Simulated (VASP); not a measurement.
Runs of VASP 6.6.1 on SiC. The structure is that of space group P6_3mc (No. 186), or close to it. The cells are those of the table. 

| cell | gap on the mesh (eV) | pressure (GPa) | largest force (eV/Å) |
| --- | --- | --- | --- |
| a = 3.222, b = 3.222, c = 10.613 Å, angles 90.0, 90.0, 120.0°, 8 atoms | 2.03 | -23.7 | 0.03 |
| a = 3.293, b = 3.294, c = 10.882 Å, angles 90.0, 90.0, 120.0°, 8 atoms | (a) | -30.6 | 0.06 |
| a = 3.293, b = 3.294, c = 10.345 Å, angles 90.0, 90.0, 120.0°, 8 atoms | 1.88 | -25.5 | 0.18 |
| a = 3.293, b = 3.294, c = 10.076 Å, angles 90.0, 90.0, 120.0°, 8 atoms | 1.73 | (b) | 0.45 |
| a = 3.222, b = 3.222, c = 10.882 Å, angles 90.0, 90.0, 120.0°, 8 atoms | 1.92 | (c) | 0.05 |
| a = 3.293, b = 3.294, c = 10.613 Å, angles 90.0, 90.0, 120.0°, 8 atoms | 2.02 | -28.4 | 0.06 |

Alike in all rows: task single point; level PBEsol; potentials or basis VASP PAW PBE potentials, release 64 (Si, C); no spin polarisation; k mesh 12 × 12 × 4; cutoff (eV) 520; smearing gaussian 0.05 eV.

Fill in the values left out.

(a) 1.98; (b) -21.7; (c) -26.3.

Caveats: the PAW data sets were made with another functional, which shifts forces and pressure a little; the cell stands under tension (at least some runs); the stress differs along the axes, from -31 to -15 GPa (at least some runs); the stress differs along the axes, from -31 to -3 GPa (at least some runs); the stress differs along the axes, from -33 to -23 GPa (at least some runs); the stress differs along the axes, from -30 to -25 GPa (at least some runs).

A k mesh can miss the band edges.
